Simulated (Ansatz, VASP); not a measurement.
## Two plane-wave programs on Pt

```xyz
1
Lattice="0.0000 1.8682 1.9872 1.8682 0.0000 1.9872 1.8682 1.8682 0.0000" Properties=species:S:1:pos:R:3 pbc="T T T"
Pt    0.0000    0.0000    0.0000
```

Alike in both runs: task single point; functional LDA; k mesh 22 × 22 × 22; occupations gaussian, width 0.15 eV; no spin polarisation.

```csv
,VASP,Ansatz
version,VASP 6.6.1,Ansatz 0.2.0
potentials or method,"VASP PAW LDA potentials, release 64 (Pt), cutoff 520 eV","scalar-relativistic, plane waves, PAW"
valence electrons in the cell,10,18
```

Ansatz gave:

```
gap on the k mesh at the Fermi level (eV)                     : none
pressure (GPa)                                                : 23.1
traceless stress, the component that is largest in VASP (GPa) : -7.17
```

Task: Estimate VASP's values.

Result: gap on the k mesh at the Fermi level (eV): none; pressure (GPa): 24.2; traceless stress, the component that is largest in VASP (GPa): -7.17.

LDA's correlation is that of Perdew and Zunger in VASP and of Perdew and Wang (1992) in Ansatz. A gap of «none» marks a metal or a gap that the smearing closes. VASP's potentials hold 10 valence electrons a cell and Ansatz's 18, so a difference there can come from the potentials and not from the codes.

Spin-orbit coupling is off throughout.
